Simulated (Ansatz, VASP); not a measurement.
# One calculation of Zr, two programs

```
CELL_PARAMETERS angstrom
3.23200 0.00000 0.00000
-1.61600 2.79899 0.00000
0.00000 0.00000 5.24994
ATOMIC_POSITIONS crystal
Zr 0.33333 0.66667 0.25000
Zr 0.66667 0.33333 0.75000
```

Change from the starting cell: zz strain of +2 %.

Alike in both runs: task single point; functional LDA; k mesh 13 × 13 × 7; occupations fermi-dirac, width 0.03 eV; no spin polarisation.

|  | VASP | Ansatz |
| --- | --- | --- |
| version | VASP 6.6.1 | Ansatz 0.2.0 |
| potentials or method | VASP PAW LDA potentials, release 64 (Zr_sv), cutoff 520 eV | all-electron LAPW, scalar-relativistic |

VASP gave:

* pressure (GPa): -7.7
* traceless stress, the component that is largest in VASP (GPa): -0.48

Problem. Which values does Ansatz return?

Solution. Pressure (GPa): -7.8; traceless stress, the component that is largest in VASP (GPa): -0.50.

LDA's correlation is that of Perdew and Zunger in VASP and of Perdew and Wang (1992) in Ansatz. Ansatz ran all-electron here, and VASP with PAW potentials.
